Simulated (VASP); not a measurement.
# Ga2O3 (R-3c) in VASP: relaxation of the atoms with PBE

Aim: the relaxation of the atoms of Ga2O3 with PBE.

All numbers are computed with VASP 6.6.1; they aren't measurements. Logs are shortened: lines on timing, memory, paths and dates and some standing lists are left out, and cuts for length are marked.

## (1) The cell of the first run

The structure is trigonal, space group R-3c (No. 167). The conventional cell has a = 5.058 Å, b = 5.058 Å, c = 13.624 Å, α = 90.00°, β = 90.00°, γ = 120.00°. Ga (site symmetry 3) has 6 O at 1.95 to 2.10 Å within 2.6 Å. Within 2.9 Å of O (site symmetry 2) lie 4 Ga at 1.95 to 2.10 Å and 8 O at 2.66 to 2.88 Å.

## (2) Relaxation of the atoms, PBE

INCAR reads:

```
PREC     = Accurate       # precision mode
ENCUT    = 520            # plane-wave cutoff, eV
EDIFF    = 1E-6           # SCF threshold, eV
ISMEAR   = 0              # smearing method
SIGMA    = 0.01           # smearing width, eV
LREAL    = Auto         
LASPH    = T              # aspherical terms in the spheres
NELM     = 100            # most SCF steps
ALGO     = Normal         # electronic algorithm
ISIF     = 2              # what is computed and relaxed
LWAVE    = F              # write WAVECAR
LCHARG   = F              # write CHGCAR
GGA      = PE             # functional
IBRION   = 2              # ionic algorithm
NSW      = 100            # ionic steps
EDIFFG   = -0.03          # ionic threshold
ISYM     = 0
```

KPOINTS reads:

```
Automatic mesh
0
Gamma
  3 3 1
```

POSCAR reads:

```
Ga2O3
1.0
   -2.5289754467      4.3803139633     -0.0000000167
   -5.0579508900      0.0000000000      0.0000000000
   -5.0579508900      2.9202093400      9.0826160100
Ga O
8 12
Direct
    0.1441586500      0.1441586500      0.2837620300
    0.3558413500      0.3558413500      0.4662379700
    0.8558413500      0.8558413500      0.2162379700
    0.6441586500      0.6441586500      0.0337620300
    0.1441586500      0.1441586500      0.7837620300
    0.3558413500      0.3558413500      0.9662379700
    0.8558413500      0.8558413500      0.7162379700
    0.6441586500      0.6441586500      0.5337620300
    0.9469003100      0.2500000000      0.1250000000
    0.2500000000      0.5530996900      0.1250000000
    0.5530996900      0.9469003100      0.1250000000
    0.0530996900      0.7500000000      0.3750000000
    0.4469003100      0.0530996900      0.3750000000
    0.7500000000      0.4469003100      0.3750000000
    0.9469003100      0.2500000000      0.6250000000
    0.2500000000      0.5530996900      0.6250000000
    0.5530996900      0.9469003100      0.6250000000
    0.0530996900      0.7500000000      0.8750000000
    0.4469003100      0.0530996900      0.8750000000
    0.7500000000      0.4469003100      0.8750000000
```

Potentials or basis: VASP PAW PBE potentials, release 64 (Ga_d, O).

Launch:

```bash
$ cat potpaw_PBE.64/Ga_d/POTCAR potpaw_PBE.64/O/POTCAR > POTCAR
$ mpirun -np 1 vasp_std > vasp.out
```

OUTCAR:

```text
PREC = Accurate
   ENCUT = 520
   EDIFF = 1E-6
   ISMEAR = 0
   LREAL = Auto
   LASPH = T
   NELM = 100
   ISIF = 2
   GGA = PE
   IBRION = 2
   NSW = 100
   EDIFFG = -0.03
   ISYM = 0

 ion  position               nearest neighbor table
   1  0.144  0.144  0.284-  13 1.95  14 1.95  12 1.95  10 2.10  11 2.10   9 2.10   6 2.88
   2  0.356  0.356  0.466-  13 1.95  12 1.95  14 1.95  15 2.10  17 2.10  16 2.10   5 2.88
   3  0.856  0.856  0.216-  11 1.95  10 1.95   9 1.95  14 2.10  13 2.10  12 2.10   8 2.88
   4  0.644  0.644  0.034-  11 1.95   9 1.95  10 1.95  18 2.10  19 2.10  20 2.10   7 2.88
   5  0.144  0.144  0.784-  19 1.95  20 1.95  18 1.95  16 2.10  17 2.10  15 2.10   2 2.88
   6  0.356  0.356  0.966-  19 1.95  18 1.95  20 1.95   9 2.10  11 2.10  10 2.10   1 2.88
   7  0.856  0.856  0.716-  17 1.95  16 1.95  15 1.95  20 2.10  19 2.10  18 2.10   4 2.88
   8  0.644  0.644  0.534-  17 1.95  15 1.95  16 1.95  12 2.10  13 2.10  14 2.10   3 2.88
   9  0.947  0.250  0.125-   4 1.95   3 1.95   6 2.10   1 2.10
  10  0.250  0.553  0.125-   3 1.95   4 1.95   1 2.10   6 2.10
  11  0.553  0.947  0.125-   4 1.95   3 1.95   6 2.10   1 2.10
  12  0.053  0.750  0.375-   2 1.95   1 1.95   8 2.10   3 2.10
  13  0.447  0.053  0.375-   2 1.95   1 1.95   8 2.10   3 2.10
  14  0.750  0.447  0.375-   1 1.95   2 1.95   3 2.10   8 2.10
  15  0.947  0.250  0.625-   8 1.95   7 1.95   2 2.10   5 2.10
  16  0.250  0.553  0.625-   7 1.95   8 1.95   5 2.10   2 2.10
  17  0.553  0.947  0.625-   8 1.95   7 1.95   2 2.10   5 2.10
  18  0.053  0.750  0.875-   6 1.95   5 1.95   4 2.10   7 2.10
  19  0.447  0.053  0.875-   6 1.95   5 1.95   4 2.10   7 2.10
  20  0.750  0.447  0.875-   5 1.95   6 1.95   7 2.10   4 2.10

IMPORTANT INFORMATION: All symmetrisations will be switched off!
NOSYMM: (Re-)initialisation of all symmetry stuff for point group C_1.

----------------------------------------------------------------------------------------

                                     Primitive cell

  volume of cell :     201.2291

  direct lattice vectors                    reciprocal lattice vectors
    -2.528975447  4.380313963 -0.000000017     0.000000000  0.228294138 -0.073400293
    -5.057950890  0.000000000  0.000000000    -0.197708523 -0.114147069 -0.073400291
    -5.057950890  2.920209340  9.082616010     0.000000000  0.000000000  0.110100438

  length of vectors
     5.057950892  5.057950890 10.798351883     0.239803704  0.239803704  0.110100438

  position of ions in fractional coordinates (direct lattice)
     0.144158650  0.144158650  0.283762030
     0.355841350  0.355841350  0.466237970
     0.855841350  0.855841350  0.216237970
     0.644158650  0.644158650  0.033762030
     0.144158650  0.144158650  0.783762030
     0.355841350  0.355841350  0.966237970
[... 12 lines left out ...]
     0.446900310  0.053099690  0.875000000
     0.750000000  0.446900310  0.875000000

  ion indices of the primitive-cell ions
   primitive index   ion index
                 1           1
                 2           2
                 3           3
                 4           4
                 5           5
                 6           6
[... 12 lines left out ...]
                19          19
                20          20

----------------------------------------------------------------------------------------

 KPOINTS: Automatic mesh

Automatic generation of k-mesh.
 Grid dimensions read from file:
 generate k-points for:    3    3    1

 Generating k-lattice:

  Cartesian coordinates                     Fractional coordinates (reciprocal lattice)
     0.000000000  0.076098046 -0.024466764     0.333333333  0.000000000  0.000000000
    -0.065902841 -0.038049023 -0.024466764    -0.000000000  0.333333333 -0.000000000
     0.000000000  0.000000000  0.110100438    -0.000000000  0.000000000  1.000000000

  Length of vectors
     0.079934568  0.079934568  0.110100438

  Shift w.r.t. Gamma in fractional coordinates (k-lattice)
     0.000000000  0.000000000  0.000000000

 -----------------------------------------------------------------------------
|                                                                             |
|           W    W    AA    RRRRR   N    N  II  N    N   GGGG   !!!           |
|           W    W   A  A   R    R  NN   N  II  NN   N  G    G  !!!           |
|           W    W  A    A  R    R  N N  N  II  N N  N  G       !!!           |
|           W WW W  AAAAAA  RRRRR   N  N N  II  N  N N  G  GGG   !            |
|           WW  WW  A    A  R   R   N   NN  II  N   NN  G    G                |
|           W    W  A    A  R    R  N    N  II  N    N   GGGG   !!!           |
|                                                                             |
|     Your reciprocal lattice and k-lattice belong to different lattice       |
|     classes:                                                                |
|                                                                             |
|        The reciprocal lattice is rhombohedral (trigonal),                   |
|        whereas your k-lattice is base-centered monoclinic.                  |
|                                                                             |
|     Results are often still useful ...                                      |
|                                                                             |
 -----------------------------------------------------------------------------

 WARNING: IBZKPT: internal override: KBLOWUP is changed to .FALSE.
      ... skipping the blow-up phase ...

 Subroutine IBZKPT returns following result:
 ===========================================

 Found      5 irreducible k-points:

 Following reciprocal coordinates:
            Coordinates               Weight
  0.000000  0.000000  0.000000      1.000000
  0.333333  0.000000  0.000000      2.000000
 -0.000000  0.333333  0.000000      2.000000
  0.333333  0.333333  0.000000      2.000000
 -0.333333  0.333333  0.000000      2.000000
   k-points           NKPTS =      5   k-points in BZ     NKDIM =      5   number of bands    NBANDS=    105
   number of dos      NEDOS =    301   number of ions     NIONS =     20
   total plane-waves  NPLWV = 128000
   dimension x,y,z NGX =    40 NGY =   40 NGZ =   80
   dimension x,y,z NGXF=    80 NGYF=   80 NGZF=  160
   ions per type =               8  12
   NGX,Y,Z   is equivalent  to a cutoff of  13.15, 13.15, 12.32 a.u.
   NGXF,Y,Z  is equivalent  to a cutoff of  26.29, 26.29, 24.63 a.u.
 SYSTEM =  unknown system
   PREC   = accura    normal or accurate (medium, high low for compatibility)
   ISTART =      0    job   : 0-new  1-cont  2-samecut
   ICHARG =      2    charge: 1-file 2-atom 10-const
   ISPIN  =      1    spin polarized calculation?
   LNONCOLLINEAR =      F non collinear calculations
   LSORBIT =      F    spin-orbit coupling
   LASPH  =      T    aspherical Exc in radial PAW
   ENCUT  =  520.0 eV  38.22 Ry    6.18 a.u.   9.40  9.40 20.08*2*pi/ulx,y,z
   NELM   =    100;   NELMIN=  2; NELMDL= -5     # of ELM steps
   EDIFF  = 0.1E-05   stopping-criterion for ELM
   LREAL  =      T    real-space projection
   EDIFFG = -.3E-01   stopping-criterion for IOM
   NSW    =    100    number of steps for IOM
   IBRION =      2    ionic relax: 0-MD 1-quasi-New 2-CG
   NFREE  =      1    steps in history (QN), initial steepest desc. (CG)
   ISIF   =      2    stress and relaxation
   ISYM   =      0    0-nonsym 1-usesym 2-fastsym
   POTIM  = 0.5000    time-step for ionic-motion
   TEBEG  =    0.0;   TEEND  =   0.0 temperature during run
   PSTRESS=    0.0 pullay stress
   NELECT =     176.0000    total number of electrons
   NUPDOWN=      -1.0000    fix difference up-down
   EMIN   =  10.00;   EMAX   =-10.00  energy-range for DOS
   EFERMI =   0.00;   METHOD = LEGACY
   ISMEAR =     0;   SIGMA  =   0.01  broadening in eV -4-tet -1-fermi 0-gaus
   EFERMI_NEDOS =   21; number of points for ismear=-14 and -15
   IALGO  =     38    algorithm
   IMIX   =      4    mixing-type and parameters
     AMIX     =   0.40;   BMIX     =  1.00
     AMIX_MAG =   1.60;   BMIX_MAG =  1.00
  volume/ion in A,a.u.               =      10.06        67.90
  Fermi-wavevector in a.u.,A,eV,Ry     =   1.565605  2.958564 33.349487  2.451118
  Thomas-Fermi vector in A             =   2.668056
   LORBIT       =      0    0 simple, 1 ext, 2 COOP (PROOUT), +10 PAW based schemes
   GGA     = PE    functional components
   LHFCALC =     F    Hartree Fock is set to
   AEXX    =    0.0000 exact exchange contribution
   IVDW    =     0    specifies the selected vdW correction
   LEPSILON=     F    determine dielectric tensor
   LRPA    =     F    only Hartree local field effects (RPA)
 conjugate gradient relaxation of ions
 non-spin polarized calculation
 Gauss-broadening in eV      SIGMA  =   0.01
  energy-cutoff  :      520.00
  volume of cell :      201.23
 maximum number of plane-waves:      5425
 NGX is ok and might be reduce to    40
   NGX = 19   NGY = 19   NGZ = 41

 number of electron     176.0000007 magnetization

 Free energy of the ion-electron system (eV)
  ---------------------------------------------------
  ext. energy  EPLUGINS =         0.00000000
  ---------------------------------------------------
  free energy    TOTEN  =      -118.74782990 eV

  energy without entropy =     -118.74782990  energy(sigma->0) =     -118.74782990

 E-fermi :   4.1186     XC(G=0): -11.9607

 val. band max:        4.0503885902   @ k =   0.3333   0.0000   0.0000
 cond. band min:       6.4956327279   @ k =   0.0000   0.0000   0.0000
 fundamental gap:      2.4452441377
 Fermi energy:         4.1186393502

 k-point     1 :       0.0000    0.0000    0.0000
  band No.  band energies     occupation
      1     -14.5756      2.00000
      2     -13.7462      2.00000
      3     -13.7462      2.00000
      4     -12.7186      2.00000
      5     -12.7151      2.00000
      6     -12.6998      2.00000
[... 92 lines left out ...]
     99      13.9522      0.00000
    100      13.9526      0.00000

 k-point     2 :       0.3333    0.0000    0.0000
  band No.  band energies     occupation
      1     -14.1280      2.00000
      2     -13.7909      2.00000
      3     -13.2561      2.00000
      4     -13.1865      2.00000
      5     -12.9727      2.00000
      6     -12.8117      2.00000
[... 401 lines left out ...]
     99      12.8060      0.00000
    100      13.1078      0.00000
 [bands above 100 left out]

------------------------ aborting loop because EDIFF is reached ----------------------------------------

  FORCE on cell =-STRESS in cart. coord.  units (eV):
  Direction    XX          YY          ZZ          XY          YZ          ZX
  --------------------------------------------------------------------------------------
  -------------------------------------------------------------------------------------
  Total        0.9400175      1.0110751      0.7886993      0.0615309     -0.0228974      0.0395334
  in kB        7.4843782      8.0501354      6.2795890      0.4899065     -0.1823081      0.3147631
  external PRESSURE =       7.2713676 kB  Pullay stress =       0.0000000 kB

 VOLUME and BASIS-vectors are now :
 -----------------------------------------------------------------------------
  energy-cutoff  :      520.00
  volume of cell :      201.23
      direct lattice vectors                 reciprocal lattice vectors
    -2.528975447  4.380313963 -0.000000017     0.000000000  0.228294138 -0.073400293
    -5.057950890  0.000000000  0.000000000    -0.197708523 -0.114147069 -0.073400291
    -5.057950890  2.920209340  9.082616010     0.000000000  0.000000000  0.110100438

 POSITION                                       TOTAL-FORCE (eV/Angst)
 -----------------------------------------------------------------------------------
     -2.52898      1.46010      2.57730        -0.001493      0.001560      0.009447
     -5.05795      2.92021      4.23466         0.002122     -0.000493     -0.009583
     -7.58693      4.38031      1.96401         0.001495     -0.001567     -0.009518
     -5.05795      2.92021      0.30665        -0.002115      0.000503      0.009569
     -5.05795      2.92021      7.11861        -0.001487      0.001559      0.009483
     -7.58693      4.38031      8.77597         0.002097     -0.000520     -0.009577
[... 12 lines left out ...]
     -5.82448      4.51275      7.94729        -0.013520     -0.023509     -0.000004
     -8.58284      5.84042      7.94729        -0.005934     -0.000916      0.000872
 -----------------------------------------------------------------------------------
    total drift:                               -0.000045     -0.000016     -0.000129

  FREE ENERGIE OF THE ION-ELECTRON SYSTEM (eV)
  ---------------------------------------------------
  free  energy   TOTEN  =      -118.7478298988 eV

  energy  without entropy=     -118.7478298988  energy(sigma->0) =     -118.74782990

 reached required accuracy - stopping structural energy minimisation
```

Run time: 7.8 min. Hardware: 1 thread of Oxide Virtual Turin-like, shared host; peak memory 0.34 GiB.

Results:

| Quantity | Value |
| --- | --- |
| Free energy | -118.7478 eV |
| Pressure after relaxing | 0.7 GPa |
| Largest force after relaxing | 0.027 eV/Å |
| Band gap on the k mesh | 2.45 eV |

Forces in eV/Å, atoms in the order of the input:
```
Ga  -0.001  0.002  0.009
Ga   0.002  0.000 -0.010
Ga   0.001 -0.002 -0.010
Ga  -0.002  0.001  0.010
Ga  -0.001  0.002  0.009
Ga   0.002 -0.001 -0.010
Ga   0.001 -0.002 -0.010
Ga  -0.002  0.001  0.010
O   -0.002  0.006  0.001
O    0.006  0.001 -0.001
O    0.014  0.023  0.000
O    0.002 -0.006 -0.001
O   -0.014 -0.024  0.000
O   -0.006 -0.001  0.001
O   -0.002  0.006  0.001
O    0.006  0.001 -0.001
O    0.014  0.023  0.000
O    0.002 -0.006 -0.001
O   -0.014 -0.024  0.000
O   -0.006 -0.001  0.001
```

Stress tensor (GPa, compression positive):
```
 0.75  0.05  0.03
 0.05  0.81 -0.02
 0.03 -0.02  0.63
```

Final structure:
```
Ga O
1.0
    -2.52898    4.38031    0.00000
    -5.05795    0.00000    0.00000
    -5.05795    2.92021    9.08262
Ga O
8 12
Cartesian
  -2.5290 1.4601 2.5773
  -5.0580 2.9202 4.2347
  -7.5869 4.3803 1.9640
  -5.0580 2.9202 0.3066
  -5.0580 2.9202 7.1186
  -7.5869 4.3803 8.7760
  -10.1159 5.8404 6.5053
  -7.5869 4.3803 4.8480
  -4.2914 4.5127 1.1353
  -4.0620 1.4601 1.1353
  -6.8204 2.7878 1.1353
  -5.8245 1.3277 3.4060
  -3.2955 3.0526 3.4060
  -6.0539 4.3803 3.4060
  -6.8204 5.9729 5.6766
  -6.5910 2.9202 5.6766
  -9.3494 4.2479 5.6766
  -8.3535 2.7878 7.9473
  -5.8245 4.5127 7.9473
  -8.5828 5.8404 7.9473
```

Caveat: the k points lie up to 0.69 Å⁻¹ apart; the relaxation stopped at its first step, so nothing moved; an odd mesh through Γ misses points on the zone boundary, where band edges can lie.
